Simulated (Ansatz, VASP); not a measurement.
## As in VASP and in Ansatz

```
CELL_PARAMETERS angstrom
3.01406 0.00000 0.00000
-1.50703 2.61025 0.00000
0.00000 0.00000 4.59709
ATOMIC_POSITIONS crystal
As 0.33333 0.66667 0.25000
As 0.66667 0.33333 0.75000
```

Alike in both runs: functional LDA; k mesh 12 × 12 × 7; occupations fermi-dirac, width 0.1 eV; no spin polarisation.

Ansatz relaxed the structure, and its values are those at the end. VASP's run is a single point on that final structure, the one shown.

```csv
,VASP,Ansatz
version,VASP 6.6.1,Ansatz 0.2.0
potentials or method,"VASP PAW LDA potentials, release 64 (As), cutoff 520 eV","plane waves (420 eV) with PAW, scalar-relativistic"
valence electrons in the cell,10,30
```

|  | VASP | Ansatz | Ansatz less VASP |
| --- | --- | --- | --- |
| pressure (GPa) | 0.3 | 0.0 | -0.28 |

Ansatz warns that its potentials were made for another functional, while VASP's fit it. LDA's correlation is that of Perdew and Zunger in VASP and of Perdew and Wang (1992) in Ansatz. VASP's potentials hold 10 valence electrons a cell and Ansatz's 30, so a difference there can come from the potentials and not from the codes.
